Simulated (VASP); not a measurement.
Crystal: MgF2.

```xyz
6
Lattice="4.6220 0.0000 0.0000 0.0000 4.6220 0.0000 0.0000 0.0000 3.0461" Properties=species:S:1:pos:R:3 pbc="T T T"
Mg    0.0000    0.0000    0.0000
Mg    2.3110    2.3110    1.5231
F     1.4002    1.4002    0.0000
F     0.9108    3.7113    1.5231
F     3.2218    3.2218    0.0000
F     3.7113    0.9108    1.5231
```

Program: VASP 6.6.1. Alike in all runs: task single point; no spin polarisation; cell as given; k mesh 6 × 6 × 8.

Q: Order these runs on this cell by their pressure, lowest first.
A. level LDA; potentials or basis VASP PAW LDA potentials, release 64 (Mg, F); cutoff (eV) 600; smearing gaussian 0.01 eV
B. level r2SCAN; potentials or basis VASP PAW PBE potentials, release 64 (Mg, F); cutoff (eV) 660; smearing fermi-dirac 0.02 eV
C. level PBE; potentials or basis VASP PAW PBE potentials, release 64 (Mg, F); cutoff (eV) 600; smearing fermi-dirac 0.02 eV

A: A (-6.2 GPa), B (-1.5 GPa), C (3.9 GPa).

Caveats: the cell stands under pressure (at least some runs); the PAW data sets were made with another functional, which shifts forces and pressure a little (at least some runs); the cell stands under tension (at least some runs).
